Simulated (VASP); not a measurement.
BaTiO3:

```
CELL_PARAMETERS angstrom
4.00768 0.00000 0.00000
0.00000 4.00768 0.00000
0.00000 0.00000 4.00768
ATOMIC_POSITIONS crystal
Ba 0.50000 0.50000 0.50000
Ti 0.00000 0.00000 0.00000
O 0.50000 0.00000 0.00000
O 0.00000 0.50000 0.00000
O 0.00000 0.00000 0.50000
```

| Quantity | Value |
| --- | --- |
| Program | VASP 6.6.1 |
| Task | relaxation of cell and atoms |
| Functional | PBEsol |
| Potentials or basis | VASP PAW PBE potentials, release 64 (Ba_sv, Ti_sv, O) |
| Cutoff | 600 eV |
| k mesh | 8 × 8 × 8 |
| Occupations | gaussian, width 0.02 eV |
| Spin | no spin polarisation |

At the start: pressure -3.1 GPa; volume 12.87 Å³/atom.

**Question.** Where does the relaxation end?

**Answer.** Over 3 steps the energy falls by 2.4 meV/atom and the volume is 12.64 Å³/atom (-1.8 %); space group Pm-3m (No. 221, to 0.05 Å).

Step by step:
```csv
step,energy change (eV),largest force (eV/Å),pressure (GPa),volume (Å³)
1,0.0000,0.0000,-3.15,64.37
2,0.0001,0.0000,3.40,62.04
3,-0.0118,0.0000,-0.01,63.19
```

Final structure:
```cif
data_structure
_symmetry_space_group_name_H-M 'P 1'
_symmetry_Int_Tables_number 1
_cell_length_a 3.9831
_cell_length_b 3.9831
_cell_length_c 3.9831
_cell_angle_alpha 90.000
_cell_angle_beta 90.000
_cell_angle_gamma 90.000
_cell_volume 63.19
loop_
_atom_site_label
_atom_site_type_symbol
_atom_site_fract_x
_atom_site_fract_y
_atom_site_fract_z
_atom_site_occupancy
Ba1 Ba 0.50000 0.50000 0.50000 1
Ti1 Ti 0.00000 0.00000 0.00000 1
O1 O 0.50000 0.00000 0.00000 1
O2 O 0.00000 0.50000 0.00000 1
O3 O 0.00000 0.00000 0.50000 1
```

Caveat: the PAW data sets were made with another functional, which shifts forces and pressure a little.
